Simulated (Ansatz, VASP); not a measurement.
AlN in VASP and in Ansatz

```
CELL_PARAMETERS angstrom
0.00000 2.18399 2.18399
2.18399 0.00000 2.18399
2.18399 2.18399 0.00000
ATOMIC_POSITIONS crystal
Al 0.00000 0.00000 0.00000
N 0.25000 0.25000 0.25000
```

Alike in both runs: functional r2SCANh; k mesh 5 × 5 × 5; occupations fermi-dirac, width 0.05 eV; no spin polarisation.

|  | VASP | Ansatz |
| --- | --- | --- |
| version | VASP 6.6.1 | Ansatz 0.2.0 |
| potentials or method | VASP PAW PBE potentials, release 64 (Al, N) | Ansatz PAW |
| plane-wave cutoff (eV) | 520 | 500 |
| valence electrons in the cell | 8 | 8 |
| task | single point | band structure |

Ansatz gave:

- gap on the k mesh at the Fermi level (eV): 5.25
- pressure (GPa): -1.1

Question: What did VASP give for the same quantities?

Answer: gap on the k mesh at the Fermi level (eV): 5.25; pressure (GPa): -1.4.

VASP's potentials were made for PBE, not for r2SCANh.

The k mesh is coarse, so the values compare programs but aren't converged.
